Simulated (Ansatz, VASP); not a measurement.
# HgTe: VASP beside Ansatz

File INCAR:

```
SYSTEM = HgTe
PREC     = Accurate       ! precision mode
ENCUT    = 520            ! plane-wave cutoff, eV
EDIFF    = 1E-8           ! SCF threshold, eV
ISMEAR   = -1             ! smearing method
SIGMA    = 0.03           ! smearing width, eV
LREAL    = .False.        ! projectors in reciprocal space
LASPH    = .True.         ! aspherical terms in the spheres
NELM     = 60             ! most SCF steps
ALGO     = Normal         ! electronic algorithm
ISIF     = 2              ! what is computed and relaxed
LWAVE    = .False.        ! write WAVECAR
LCHARG   = .False.        ! write CHGCAR
GGA      = PE             ! functional
LEFG     = .True.       
NBANDS   = 16             ! bands
```

File KPOINTS:

```
regular mesh
0
Gamma
  11 11 11
  0 0 0
```

File POSCAR:

```
HgTe
1.0
    0.0000000000      3.2501417040      3.2501417040
    3.2501417040      0.0000000000      3.2501417040
    3.2501417040      3.2501417040      0.0000000000
Hg Te
1 1
Direct
    0.0000000000      0.0000000000      0.0000000000
    0.7500000000      0.7500000000      0.7500000000
```

Input for Ansatz:

```yaml
crystal:
  lattice:
    - [0.0, 3.250141704, 3.250141704]
    - [3.250141704, 0.0, 3.250141704]
    - [3.250141704, 3.250141704, 0.0]
  atoms:
    - { symbol: Hg, position: [0.0, 0.0, 0.0] }
    - { symbol: Te, position: [0.75, 0.75, 0.75] }
kpoints:
  mp_grid: { grid: [11, 11, 11] }
scf:
  occupations: { method: fermi_dirac, width: 0.03 }
hamiltonian:
  xc: pbe
  pseudopotentials: { kind: paw }
output:
  forces: true
  stress: true
  eigenvalues: true
  efg: { contact_densities: true }
```

Change from the starting cell: volume scaled by 1.025, PAW files.

Alike in both runs: task electric field gradients; functional PBE; k mesh 11 × 11 × 11; occupations fermi-dirac, width 0.03 eV; no spin polarisation.

|  | VASP | Ansatz |
| --- | --- | --- |
| version | VASP 6.6.1 | Ansatz 0.2.0 |
| potentials or method | VASP PAW PBE potentials, release 64 (Hg, Te) | PAW with Ansatz's default frozen-core files, scalar-relativistic |
| plane-wave cutoff (eV) | 520 | 420 |
| valence electrons in the cell | 18 | 36 |

VASP gave:

- pressure (GPa): 2.9

Task: Which values does Ansatz return?

Result: Pressure (GPa): 2.8.

With one functional, cell and mesh, what is left measures potentials, basis and numerics. VASP's potentials hold 18 valence electrons a cell and Ansatz's 36, so a difference there can come from the potentials and not from the codes.

Spin-orbit coupling is off throughout.
